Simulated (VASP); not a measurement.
A run of VASP 6.6.1:

File INCAR:

```
SYSTEM = Be
PREC     = Accurate       ! precision mode
ENCUT    = 520            ! plane-wave cutoff, eV
EDIFF    = 1E-6           ! SCF threshold, eV
ISMEAR   = -1             ! smearing method
SIGMA    = 0.05           ! smearing width, eV
LREAL    = .FALSE.        ! projectors in reciprocal space
LASPH    = .TRUE.         ! aspherical terms in the spheres
NELM     = 80             ! most SCF steps
ALGO     = Normal         ! electronic algorithm
ISIF     = 2              ! what is computed and relaxed
LWAVE    = .FALSE.        ! write WAVECAR
LCHARG   = .FALSE.        ! write CHGCAR
GGA      = PE             ! functional
NBANDS   = 9              ! bands
```

File KPOINTS:

```
regular mesh
0
G
  16 16 9
  0 0 0
```

File POSCAR:

```
Be
1.0
    2.2535119452      0.0000000000      0.0000000000
   -1.1267559726      1.9515985923      0.0000000000
    0.0000000000      0.0000000000      3.6009000000
Be
2
Direct
    0.3333333333      0.6666666667      0.2500000000
    0.6666666667      0.3333333333      0.7500000000
```

Potentials or basis: VASP PAW PBE potentials, release 64 (Be).

Launch:

```bash
$ cat potpaw_PBE.64/Be/POTCAR > POTCAR
$ mpirun -np 1 vasp_std > vasp.out
```

Hardware: 1 thread of Intel(R) Xeon(R) 6975P-C (Granite Rapids), with other jobs on the host.

Task: How long does it take, and how much memory?

Result: Wall time 6.9 s on 1 thread of Intel(R) Xeon(R) 6975P-C (Granite Rapids), with other jobs on the host, peak memory 0.13 GiB. Counts: scf iterations 9, k points 150.
